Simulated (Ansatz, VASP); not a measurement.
# Sb3Mo in VASP and in Ansatz

```
Sb Mo
1.0
     4.52750    0.00000    0.00000
     0.00000    4.52750    0.00000
     0.00000    0.00000    4.52750
Sb Mo
3 1
Direct
  0.00000 0.50000 0.50000
  0.50000 0.00000 0.50000
  0.50000 0.50000 0.00000
  0.00000 0.00000 0.00000
```

Alike in both runs: functional PBE; k mesh 10 × 10 × 10; occupations gaussian, width 0.1 eV; no spin polarisation.

Ansatz relaxed the structure, and its values are those at the end. VASP's run is a single point on that final structure, the one shown.

|  | VASP | Ansatz |
| --- | --- | --- |
| version | VASP 6.6.1 | Ansatz 0.2.0 |
| potentials or method | VASP PAW PBE potentials, release 64 (Sb, Mo_sv), cutoff 520 eV | scalar-relativistic, plane waves, PAW |
| valence electrons in the cell | 29 | 59 |

```tsv
	VASP	Ansatz	Ansatz less VASP
gap on the k mesh at the Fermi level (eV)	none	none	-
pressure (GPa)	0.0	0.0	+0.04
```

A gap of «none» marks a metal or a gap that the smearing closes. With one functional, cell and mesh, what is left measures potentials, basis and numerics. VASP's potentials hold 29 valence electrons a cell and Ansatz's 59, so a difference there can come from the potentials and not from the codes.

Neither program's run includes spin-orbit coupling.
